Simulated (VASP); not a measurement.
# Al2H5 (P-6m2) in VASP: a series of runs

Al2H5 is run at these levels: PBE; tasks: single point, relaxation of cell and atoms.

All numbers are computed with VASP 6.6.1; they aren't measurements. Logs are shortened: lines on timing, memory, paths and dates and some standing lists are left out, and cuts for length are marked.

### Step 1. The cell of the first run

It takes space group P-6m2 (No. 187, hexagonal). The conventional cell has a = 4.485 Å, b = 4.485 Å, c = 4.606 Å, α = 90.00°, β = 90.00°, γ = 120.00°. Within 2.5 Å of Al (site symmetry -6m2) lie 2 H at 1.85 Å. Within 3.4 Å of Al (site symmetry -6m2) lie 3 Al at 2.59 Å and 18 H at 3.19 to 3.30 Å. Within 1.3 Å of H (site symmetry mm2) lie 2 H at 0.95 Å. Within 1.2 Å of H (site symmetry 3m) lie 1 H at 0.90 Å.

### Step 2. Single point, PBE

Input file INCAR:

```
PREC = Accurate ; ENCUT = 520
EDIFF = 1E-6 ; ISMEAR = 0
SIGMA = 0.1 ; LREAL = F
LASPH = T ; NELM = 100
ALGO = Normal ; ISIF = 2
LWAVE = F ; LCHARG = T
GGA = PE ; LELF = T
LVHAR = T ; NBANDS = 14
```

Input file KPOINTS:

```
Automatic mesh
0
Gamma
  6 6 4
```

Input file POSCAR:

```
Al2H5
1.0
    4.4854819106     -0.0000000035      0.0000000000
   -2.2427409523      3.8845412845      0.0000000000
    0.0000000000      0.0000000000      4.6061955957
Al H
2 5
Direct
    0.0000000000      0.0000000000      0.0000000000
    0.3333333333      0.6666666667      0.0000000000
    0.7371837186      0.2628162814      0.5000000000
    0.7371837186      0.4743674372      0.5000000000
    0.5256325628      0.2628162814      0.5000000000
    0.0000000000      0.0000000000      0.5973528443
    0.0000000000      0.0000000000      0.4026471557
```

Potentials or basis: VASP PAW PBE potentials, release 64 (Al, H).

Started as:

```bash
> cat potpaw_PBE.64/Al/POTCAR potpaw_PBE.64/H/POTCAR > POTCAR
> mpirun -np 1 vasp_std > vasp.out
```

OUTCAR:

```text
PREC = Accurate
   ENCUT = 520
   EDIFF = 1E-6
   ISMEAR = 0
   LREAL = F
   LASPH = T
   NELM = 100
   ISIF = 2
   GGA = PE

 ion  position               nearest neighbor table
   1  0.000  0.000  0.000-   6 1.85   7 1.85   2 2.59   2 2.59   2 2.59
   2  0.333  0.667  0.000-   1 2.59   1 2.59   1 2.59
   3  0.737  0.263  0.500-
   4  0.737  0.474  0.500-
   5  0.526  0.263  0.500-
   6  0.000  0.000  0.597-   1 1.85
   7  0.000  0.000  0.403-   1 1.85

  LATTYP: Found a hexagonal cell.
 ALAT       =     4.4854819106
 C/A-ratio  =     1.0269120883

  Lattice vectors:

 A1 = (   4.4854819106,  -0.0000000035,   0.0000000000)
 A2 = (  -2.2427409523,   3.8845412845,   0.0000000000)
 A3 = (   0.0000000000,   0.0000000000,   4.6061955957)

Analysis of symmetry for initial positions (statically):
=====================================================================
 Subroutine PRICEL returns:
 Original cell was already a primitive cell.

 Routine SETGRP: Setting up the symmetry group for a
 hexagonal supercell.

 Subroutine GETGRP returns: Found 12 space group operations
 (whereof 12 operations were pure point group operations)
 out of a pool of 24 trial point group operations.

The static configuration has the point symmetry D_3h.

Analysis of symmetry for dynamics (positions and initial velocities):
=====================================================================
 Subroutine PRICEL returns:
 Original cell was already a primitive cell.

 Routine SETGRP: Setting up the symmetry group for a
 hexagonal supercell.

 Subroutine GETGRP returns: Found 12 space group operations
 (whereof 12 operations were pure point group operations)
 out of a pool of 24 trial point group operations.

The dynamic configuration has the point symmetry D_3h.

 Subroutine INISYM returns: Found 12 space group operations
 (whereof 12 operations are pure point group operations),
 and found     1 'primitive' translations

----------------------------------------------------------------------------------------

                                     Primitive cell

  volume of cell :      80.2585

  direct lattice vectors                    reciprocal lattice vectors
     4.485481911 -0.000000003  0.000000000     0.222941486  0.128715326  0.000000000
    -2.242740952  3.884541285  0.000000000     0.000000000  0.257430653  0.000000000
     0.000000000  0.000000000  4.606195596     0.000000000  0.000000000  0.217098901

  length of vectors
     4.485481911  4.485481911  4.606195596     0.257430653  0.257430653  0.217098901

  position of ions in fractional coordinates (direct lattice)
     0.000000000  0.000000000  0.000000000
     0.333333333  0.666666667  0.000000000
     0.737183719  0.262816281  0.500000000
     0.737183719  0.474367437  0.500000000
     0.525632563  0.262816281  0.500000000
     0.000000000  0.000000000  0.597352844
     0.000000000  0.000000000  0.402647156

  ion indices of the primitive-cell ions
   primitive index   ion index
                 1           1
                 2           2
                 3           3
                 4           4
                 5           5
                 6           6
                 7           7

----------------------------------------------------------------------------------------

 KPOINTS: Automatic mesh

Automatic generation of k-mesh.
 Grid dimensions read from file:
 generate k-points for:    6    6    4

 Generating k-lattice:

  Cartesian coordinates                     Fractional coordinates (reciprocal lattice)
     0.037156914  0.021452554  0.000000000     0.166666667  0.000000000  0.000000000
     0.000000000  0.042905109  0.000000000     0.000000000  0.166666667  0.000000000
     0.000000000  0.000000000  0.054274725     0.000000000  0.000000000  0.250000000

  Length of vectors
     0.042905109  0.042905109  0.054274725

  Shift w.r.t. Gamma in fractional coordinates (k-lattice)
     0.000000000  0.000000000  0.000000000

 Subroutine IBZKPT returns following result:
 ===========================================

 Found     21 irreducible k-points:

 Following reciprocal coordinates:
            Coordinates               Weight
  0.000000  0.000000  0.000000      1.000000
  0.166667  0.000000  0.000000      6.000000
  0.333333  0.000000  0.000000      6.000000
  0.500000  0.000000  0.000000      3.000000
  0.166667  0.166667  0.000000      6.000000
  0.333333  0.166667  0.000000     12.000000
[... 13 lines left out ...]
  0.333333  0.166667  0.500000     12.000000
  0.333333  0.333333  0.500000      2.000000
   k-points           NKPTS =     21   k-points in BZ     NKDIM =     21   number of bands    NBANDS=     14
   number of dos      NEDOS =    301   number of ions     NIONS =      7
   total plane-waves  NPLWV =  46656
   dimension x,y,z NGX =    36 NGY =   36 NGZ =   36
   dimension x,y,z NGXF=    72 NGYF=   72 NGZF=   72
   ions per type =               2   5
   NGX,Y,Z   is equivalent  to a cutoff of  13.34, 13.34, 12.99 a.u.
   NGXF,Y,Z  is equivalent  to a cutoff of  26.69, 26.69, 25.99 a.u.
 SYSTEM =  unknown system
   PREC   = accura    normal or accurate (medium, high low for compatibility)
   ISTART =      0    job   : 0-new  1-cont  2-samecut
   ICHARG =      2    charge: 1-file 2-atom 10-const
   ISPIN  =      1    spin polarized calculation?
   LNONCOLLINEAR =      F non collinear calculations
   LSORBIT =      F    spin-orbit coupling
   LASPH  =      T    aspherical Exc in radial PAW
   ENCUT  =  520.0 eV  38.22 Ry    6.18 a.u.   8.34  8.34  8.56*2*pi/ulx,y,z
   NELM   =    100;   NELMIN=  2; NELMDL= -5     # of ELM steps
   EDIFF  = 0.1E-05   stopping-criterion for ELM
   LREAL  =      F    real-space projection
   EDIFFG = 0.1E-04   stopping-criterion for IOM
   NSW    =      0    number of steps for IOM
   IBRION =     -1    ionic relax: 0-MD 1-quasi-New 2-CG
   NFREE  =      0    steps in history (QN), initial steepest desc. (CG)
   ISIF   =      2    stress and relaxation
   ISYM   =      2    0-nonsym 1-usesym 2-fastsym
   POTIM  = 0.5000    time-step for ionic-motion
   TEBEG  =    0.0;   TEEND  =   0.0 temperature during run
   PSTRESS=    0.0 pullay stress
   NELECT =      11.0000    total number of electrons
   NUPDOWN=      -1.0000    fix difference up-down
   EMIN   =  10.00;   EMAX   =-10.00  energy-range for DOS
   EFERMI =   0.00;   METHOD = LEGACY
   ISMEAR =     0;   SIGMA  =   0.10  broadening in eV -4-tet -1-fermi 0-gaus
   EFERMI_NEDOS =   21; number of points for ismear=-14 and -15
   IALGO  =     38    algorithm
   IMIX   =      4    mixing-type and parameters
     AMIX     =   0.40;   BMIX     =  1.00
     AMIX_MAG =   1.60;   BMIX_MAG =  1.00
  volume/ion in A,a.u.               =      11.47        77.37
  Fermi-wavevector in a.u.,A,eV,Ry     =   0.844064  1.595049  9.693387  0.712444
  Thomas-Fermi vector in A             =   1.959032
   LORBIT       =      0    0 simple, 1 ext, 2 COOP (PROOUT), +10 PAW based schemes
   GGA     = PE    functional components
   LHFCALC =     F    Hartree Fock is set to
   AEXX    =    0.0000 exact exchange contribution
   IVDW    =     0    specifies the selected vdW correction
   LEPSILON=     F    determine dielectric tensor
   LRPA    =     F    only Hartree local field effects (RPA)
 non-spin polarized calculation
 Gauss-broadening in eV      SIGMA  =   0.10
  energy-cutoff  :      520.00
  volume of cell :       80.26
 maximum number of plane-waves:      2177
 NGX is ok and might be reduce to    36
   NGX = 17   NGY = 17   NGZ = 17

 number of electron      10.9999999 magnetization

 Free energy of the ion-electron system (eV)
  ---------------------------------------------------
  ext. energy  EPLUGINS =         0.00000000
  ---------------------------------------------------
  free energy    TOTEN  =       -19.09506067 eV

  energy without entropy =      -19.08460910  energy(sigma->0) =      -19.08983489

 E-fermi :   2.5023     XC(G=0):  -8.2662

 val. band max:        2.3820570748   @ k =   0.5000   0.0000   0.2500
 cond. band min:       2.5257653001   @ k =   0.3333   0.1667   0.2500
 fundamental gap:      0.1437082253
 Fermi energy:         2.5023189530

 k-point     1 :       0.0000    0.0000    0.0000
  band No.  band energies     occupation
      1     -10.2757      2.00000
      2      -5.9465      2.00000
      3      -2.3793      2.00000
      4       0.6955      2.00000
      5       2.7255      0.00160
      6       2.7255      0.00160
      7       3.4872      0.00000
      8       3.4872      0.00000
      9       5.0169      0.00000
     10       7.2561      0.00000
     11       8.0809      0.00000
     12       8.0809      0.00000
     13      10.2451      0.00000
     14      10.8880      0.00000

 k-point     2 :       0.1667    0.0000    0.0000
  band No.  band energies     occupation
      1     -10.1851      2.00000
      2      -6.0460      2.00000
      3      -2.3619      2.00000
      4       0.8856      2.00000
      5       1.5428      2.00000
      6       1.9703      2.00000
      7       3.8619      0.00000
      8       4.3957      0.00000
      9       6.2401      0.00000
     10       6.5285      0.00000
     11       7.3793      0.00000
     12       8.1976      0.00000
     13       9.7975      0.00000
     14      10.0385      0.00000
[... 292 lines left out ...]
      1      -9.8237      2.00000
      2      -5.7763      2.00000
      3      -3.1550      2.00000
      4      -1.3153      2.00000
      5       1.0977      2.00000
      6       1.3694      2.00000
      7       4.1241      0.00000
      8       5.3531      0.00000
      9       6.0467      0.00000
     10       7.6037      0.00000
     11       8.3529      0.00000
     12       9.4020      0.00000
     13       9.4912      0.00000
     14      11.7129      0.00000

 k-point    21 :       0.3333    0.3333    0.5000
  band No.  band energies     occupation
      1      -9.7800      2.00000
      2      -5.8480      2.00000
      3      -2.5528      2.00000
      4      -1.8347      2.00000
      5       0.3561      2.00000
      6       0.9676      2.00000
      7       5.0259      0.00000
      8       6.7357      0.00000
      9       6.7728      0.00000
     10       6.9093      0.00000
     11       7.7816      0.00000
     12       8.7448      0.00000
     13       9.0738      0.00000
     14      10.8102      0.00000

------------------------ aborting loop because EDIFF is reached ----------------------------------------

  FORCE on cell =-STRESS in cart. coord.  units (eV):
  Direction    XX          YY          ZZ          XY          YZ          ZX
  --------------------------------------------------------------------------------------
  -------------------------------------------------------------------------------------
  Total       -0.0312829     -0.0312829     -0.0909821      0.0000000     -0.0000000      0.0000000
  in kB       -0.6244907     -0.6244907     -1.8162493      0.0000000     -0.0000000      0.0000000
  external PRESSURE =      -1.0217435 kB  Pullay stress =       0.0000000 kB

 VOLUME and BASIS-vectors are now :
 -----------------------------------------------------------------------------
  energy-cutoff  :      520.00
  volume of cell :       80.26
      direct lattice vectors                 reciprocal lattice vectors
     4.485481911 -0.000000003  0.000000000     0.222941486  0.128715326  0.000000000
    -2.242740952  3.884541285  0.000000000     0.000000000  0.257430653  0.000000000
     0.000000000  0.000000000  4.606195596     0.000000000  0.000000000  0.217098901

 POSITION                                       TOTAL-FORCE (eV/Angst)
 -----------------------------------------------------------------------------------
      0.00000      0.00000      0.00000        -0.000000      0.000000      0.000000
      0.00000      2.58969      0.00000        -0.000000      0.000000      0.000000
      2.71720      1.02092      2.30310        -0.011798      0.006812      0.000000
      2.24274      1.84270      2.30310        -0.000000     -0.013624     -0.000000
      1.76829      1.02092      2.30310         0.011798      0.006812      0.000000
      0.00000      0.00000      2.75152        -0.000000      0.000000     -0.009761
      0.00000      0.00000      1.85467        -0.000000      0.000000      0.009761
 -----------------------------------------------------------------------------------
    total drift:                               -0.000000      0.000000      0.000000

  FREE ENERGIE OF THE ION-ELECTRON SYSTEM (eV)
  ---------------------------------------------------
  free  energy   TOTEN  =       -19.0950606668 eV

  energy  without entropy=      -19.0846091037  energy(sigma->0) =      -19.08983489
```

Wall time 12 s (1 thread of Intel Xeon Platinum 8488C (Sapphire Rapids), shared host); peak memory 0.2 GiB.

Results:

| Item | Value |
| --- | --- |
| Free energy | -19.0951 eV |
| Pressure | -0.1 GPa |
| Largest force | 0.014 eV/Å |

Forces in eV/Å, atoms in the order of the input:
```
Al   0.000  0.000  0.000
Al   0.000  0.000  0.000
H   -0.012  0.007  0.000
H    0.000 -0.014  0.000
H    0.012  0.007  0.000
H    0.000  0.000 -0.010
H    0.000  0.000  0.010
```

Stress tensor (GPa, compression positive):
```
-0.06  0.00  0.00
 0.00 -0.06  0.00
 0.00  0.00 -0.18
```

### Step 3. Relaxation of cell and atoms, PBE

This run uses another cell than the first one, of 10.30 Å³/atom, 0.898 times its volume.

Input file INCAR:

```
SYSTEM = Al2H5
ALGO = Normal ; EDIFF = 1E-7
EDIFFG = -0.04 ; ENCUT = 600
GGA = PE ; IBRION = 2
ISIF = 3 ; ISMEAR = 0
LASPH = .TRUE. ; LCHARG = .FALSE.
LREAL = .FALSE. ; LWAVE = .FALSE.
NELM = 100 ; NSW = 90
PREC = Accurate ; SIGMA = 0.1
```

Input file KPOINTS:

```
k-points
0
G
  6 6 4
  0 0 0
```

Input file POSCAR:

```
Al2H5
1.0
    3.7071630300      0.0000000000      0.0000000000
   -1.8535815100      3.2104973600      0.0000000000
    0.0000000000      0.0000000000      6.0572610200
Al H
2 5
Direct
    0.0000000000      0.0000000000      0.0000000000
    0.3333333300      0.6666666700      0.0000000000
    0.8326978800      0.1673021200      0.5000000000
    0.8326978800      0.6653957600      0.5000000000
    0.3346042400      0.1673021200      0.5000000000
    0.0000000000      0.0000000000      0.6346500500
    0.0000000000      0.0000000000      0.3653499500
```

Potentials or basis: VASP PAW PBE potentials, release 64 (Al, H).

Started as:

```bash
> cat potpaw_PBE.64/Al/POTCAR potpaw_PBE.64/H/POTCAR > POTCAR
> mpirun -np 1 vasp_std > vasp.out
```

Wall time 4.8 min (1 thread of Intel Xeon Platinum 8488C (Sapphire Rapids), shared host); peak memory 0.21 GiB.

Results (log left out):

```
Free energy                            : -19.0791 eV
Relaxed volume                         : 11.40 Å³/atom
Relaxed cell                           : a = 4.472 Å, b = 4.472 Å, c = 4.606 Å, α = 90.00°, β = 90.00°, γ = 120.00°
Space group after relaxing (to 0.05 Å) : P-6m2 (No. 187)
Energy gained by relaxing              : 708.9 meV/atom
Ionic steps                            : 35
Pressure after relaxing                : 0.1 GPa
Largest force after relaxing           : 0.021 eV/Å
```

Forces on the atoms (eV/Å):
```
Al   0.000  0.000  0.000
Al   0.000  0.000  0.000
H    0.018 -0.011  0.000
H    0.000  0.021  0.000
H   -0.018 -0.011  0.000
H    0.000  0.000 -0.007
H    0.000  0.000  0.007
```

Stress tensor (GPa, compression positive):
```
 0.17  0.00  0.00
 0.00  0.17  0.00
 0.00  0.00 -0.09
```

Step by step:
```tsv
step	energy change (eV)	largest force (eV/Å)	pressure (GPa)	volume (Å³)
1	0.0000	1.0505	16.40	72.09
2	-1.7334	0.5583	1.90	83.31
3	-2.0441	0.3961	-2.90	90.01
4	-2.0599	0.3958	-3.68	91.51
5	-2.2477	0.3124	-3.03	87.85
6	-2.4552	0.4328	-1.26	81.93
7	-2.2222	3.0021	7.58	70.25
8	-2.5232	0.5833	-0.24	79.34
9	-2.4969	1.5363	3.40	73.97
10	-2.5499	0.7010	0.84	77.36
11	-2.7746	0.9249	1.05	75.52
12	-3.4793	1.9584	4.24	69.53
13	3.4592	13.9585	50.75	55.39
14	-3.2483	3.1426	6.76	68.93
15	-2.9576	3.7955	16.93	63.40
16	-3.2847	3.7096	10.15	66.59
17	-3.2099	3.8809	12.90	65.13
18	-3.2225	3.8325	13.07	65.05
19	-3.2509	3.6702	13.64	64.81
20	-3.2578	3.2569	15.01	64.32
21	-3.2634	3.4220	14.49	64.49
22	-3.2988	3.3353	14.26	64.59
23	-3.4011	3.0813	13.60	64.86
24	-3.5895	2.5990	12.36	65.42
25	-3.9065	1.7219	10.19	66.53
26	-4.3376	0.8036	6.95	68.75
27	-4.5700	3.1269	4.00	73.20
28	-4.7828	1.7597	2.68	74.81
29	-4.9558	0.2589	0.28	79.09
30	-4.9584	0.1531	0.44	78.69
31	-4.9586	0.1180	0.50	78.57
32	-4.9597	0.1039	0.45	78.75
33	-4.9615	0.0607	0.30	79.31
34	-4.9617	0.0772	0.24	79.56
35	-4.9624	0.0210	0.08	79.79
```

Final structure:
```xyz
7
Lattice="4.4723 0.0000 0.0000 -2.2361 3.8731 0.0000 0.0000 0.0000 4.6065" Properties=species:S:1:pos:R:3 pbc="T T T"
Al    0.0000    0.0000    0.0000
Al    0.0000    2.5821    0.0000
H     2.7102    1.0173    2.3032
H     2.2361    1.8384    2.3032
H     1.7621    1.0173    2.3032
H     0.0000    0.0000    2.7517
H     0.0000    0.0000    1.8548
```

Levels at points of the mesh, in eV from the Fermi level:
```
           k point  band 3  band 4  band 5  band 6  band 7  band 8  band 9
(0.00, 0.00, 0.00)   -4.89   -1.83    0.24    0.24    1.00    1.00    2.56
(0.50, 0.00, 0.00)   -4.75   -2.55   -1.42   -0.78    1.75    2.83    3.15
(0.00, 0.00, 0.50)   -7.24    0.78    0.78    1.12    1.29    1.49    1.49
(0.50, 0.00, 0.50)   -5.57   -4.18   -0.68   -0.40    0.60    1.29    4.25
```

### Step 4. Single point, PBE

This run uses another cell than the first one, of 10.30 Å³/atom, 0.898 times its volume.

Input file INCAR:

```
PREC = Accurate
ENCUT = 520
EDIFF = 1E-6
ISMEAR = 0
SIGMA = 0.1
LREAL = False
LASPH = True
NELM = 100
ALGO = Normal
ISIF = 2
LWAVE = False
LCHARG = False
GGA = PE
NBANDS = 14
```

Input file KPOINTS:

```
Automatic mesh
0
Gamma
  6 6 4
```

POSCAR is that of step 3.

Started as:

```bash
> cat potpaw_PBE.64/Al/POTCAR potpaw_PBE.64/H/POTCAR > POTCAR
> mpirun -np 1 vasp_std > vasp.out
```

Run time: 21 s. Hardware: 1 thread of Intel Xeon Platinum 8375C at 2.90GHz (Ice Lake), shared host; peak memory 0.18 GiB.

Results (log left out):

```yaml
Free_energy: -14.1150 eV
Pressure: 16.3 GPa
Largest_force: 1.053 eV/Å
```

Forces on the atoms (eV/Å):
```
Al   0.000  0.000  0.000
Al   0.000  0.000  0.000
H   -0.912  0.526  0.000
H    0.000 -1.053  0.000
H    0.912  0.526  0.000
H    0.000  0.000  0.770
H    0.000  0.000 -0.770
```

Stress tensor (GPa, compression positive):
```
28.87  0.00  0.00
 0.00 28.87  0.00
 0.00  0.00 -8.74
```

Levels at points of the mesh, in eV from the Fermi level:
```csv
k point,band 2,band 3,band 4,band 5,band 6,band 7,band 8,band 9,band 10,band 11
"(0.00, 0.00, 0.00)",-7.99,-4.06,1.42,1.42,2.12,2.12,2.92,3.34,4.94,4.94
"(0.50, 0.00, 0.00)",-5.73,-4.75,-3.13,-2.42,-0.28,1.25,1.39,2.84,5.48,6.24
"(0.00, 0.00, 0.50)",-8.99,-1.08,-0.98,1.74,1.74,1.80,1.80,3.25,4.79,4.79
"(0.50, 0.00, 0.50)",-6.20,-4.95,-3.71,-0.01,0.06,0.90,1.33,2.35,3.40,6.30
```

Caveat: forces of over 1 eV/Å act on the atoms, so gaps and moduli don't describe the material at rest.

### Step 5. The runs side by side

```tsv
task	cell	cutoff (eV)	gap on the mesh (eV)	pressure (GPa)	largest force (eV/Å)
single point	a = 4.485, b = 4.485, c = 4.606 Å, angles 90.0, 90.0, 120.0°, 7 atoms	520	none	-0.1	0.01
relaxation of cell and atoms	relaxed from a = 3.707, b = 3.707, c = 6.057 Å, angles 90.0, 90.0, 120.0°, 7 atoms	600	none	0.1	0.02
single point	a = 3.707, b = 3.707, c = 6.057 Å, angles 90.0, 90.0, 120.0°, 7 atoms	520	none	16.3	1.05
```

Alike in all rows: level PBE; potentials or basis VASP PAW PBE potentials, release 64 (Al, H); no spin polarisation; k mesh 6 × 6 × 4; smearing gaussian 0.1 eV.

Caveats: forces of over 1 eV/Å act on the atoms, so gaps and moduli don't describe the material at rest (some runs).

Total energies depend on the potentials used, so only differences within one code and one set of settings carry meaning.
